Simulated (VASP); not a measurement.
Input of a VASP 6.6.1 run:

INCAR

```
PREC = Accurate
ENCUT = 600
EDIFF = 1E-7
ISMEAR = -1
SIGMA = 0.1
LREAL = False
LASPH = True
NELM = 80
ALGO = Normal
ISIF = 3
LWAVE = False
LCHARG = False
GGA = PE
IBRION = 2
NSW = 60
EDIFFG = -0.01
```

File KPOINTS:

```
regular mesh
0
Gamma
  6 6 3
```

File POSCAR:

```
AlOsF4
1.0
    3.2485080000      0.0000000000      0.0000000000
    0.0000000000      3.2485080000      0.0000000000
    0.0000000000      0.0000000000      5.5992510000
Os Al F
1 1 4
Direct
    0.5000000000      0.5000000000      0.5000000000
    0.0000000000      0.0000000000      0.0000000000
    0.5000000000      0.0000000000      0.0000000000
    0.0000000000      0.5000000000      0.0000000000
    0.0000000000      0.0000000000      0.2770000000
    0.0000000000      0.0000000000      0.7230000000
```

Potentials or basis: VASP PAW PBE potentials, release 64 (Os, Al, F).

The run is started by

```bash
$ cat potpaw_PBE.64/Os/POTCAR potpaw_PBE.64/Al/POTCAR potpaw_PBE.64/F/POTCAR > POTCAR
$ mpirun -np 1 vasp_std > vasp.out
```

Question: Predict the relaxed cell.

Answer: a = 3.493 Å, b = 3.493 Å, c = 6.421 Å, α = 90.00°, β = 90.00°, γ = 90.00°.

Question: Estimate the space group after relaxing (to 0.05 Å).

Answer: P4/mmm (No. 123).

Question: Predict the relaxed volume.

Answer: 13.06 Å³/atom.

Stress tensor (GPa, compression positive):
```
-0.05  0.00  0.00
 0.00 -0.05  0.00
 0.00  0.00  0.08
```

Caveat: the k points lie up to 0.33 Å⁻¹ apart in the final cell; the volume moved by over 15 % at a fixed basis, so the end points are rough; an odd number of electrons without spin polarisation forces a metal; a magnetic or distorted state may lie lower.
